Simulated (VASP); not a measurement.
Set up this calculation in VASP 6.6.1, as the native input.

| Property | Result |
| --- | --- |
| Task | single point |
| Functional | PBE |
| Potentials or basis | VASP PAW PBE potentials, release 64 (Bi_d) |
| Cutoff | 520 eV |
| k mesh | 12 × 12 × 12 |
| Occupations | gaussian, width 0.15 eV |
| Spin | no spin polarisation |
| Dipole correction | no |
| Further INCAR settings | ALGO = Fast; EDIFF = 1e-07; NBANDS = 22 |

The structure of Bi lies in POSCAR:

```
Bi
1.0
    2.3995311878      1.3853699772      3.5479918655
   -2.3995311878      1.3853699772      3.5479918655
    0.0000000000     -2.7707399544      3.5479918655
Bi
2
Direct
    0.2338900000      0.2338900000      0.2338900000
    0.7661100000      0.7661100000      0.7661100000
```

This cell differs from its parent crystal: ratio of the length along z to the lengths across it x 0.85, volume and fractional coordinates fixed.

The input as run:

INCAR

```
SYSTEM = Bi
PREC = Accurate
ENCUT = 520
EDIFF = 1E-7
ISMEAR = 0
SIGMA = 0.15
LREAL = .FALSE.
LASPH = .TRUE.
NELM = 80
ALGO = Fast
ISIF = 2
LWAVE = .FALSE.
LCHARG = .FALSE.
GGA = PE
NBANDS = 22
```

KPOINTS

```
Automatic mesh
0
G
  12 12 12
  0 0 0
```

Potentials or basis: VASP PAW PBE potentials, release 64 (Bi_d).

Command:

```sh
$ cat potpaw_PBE.64/Bi_d/POTCAR > POTCAR
$ mpirun -np 1 vasp_std > vasp.out
```

Results of the run:

- Pressure: 0.8 GPa
- Largest force: 0.305 eV/Å
- Band gap on the k mesh: zero (bands 15 and 16 overlap by 0.51 eV)

Caveat: spin-orbit coupling is left out, which moves the levels of the heavy elements.

Wall time 4.2 min on 1 thread of Intel Xeon 8259CL (shared host), peak memory 0.37 GiB.
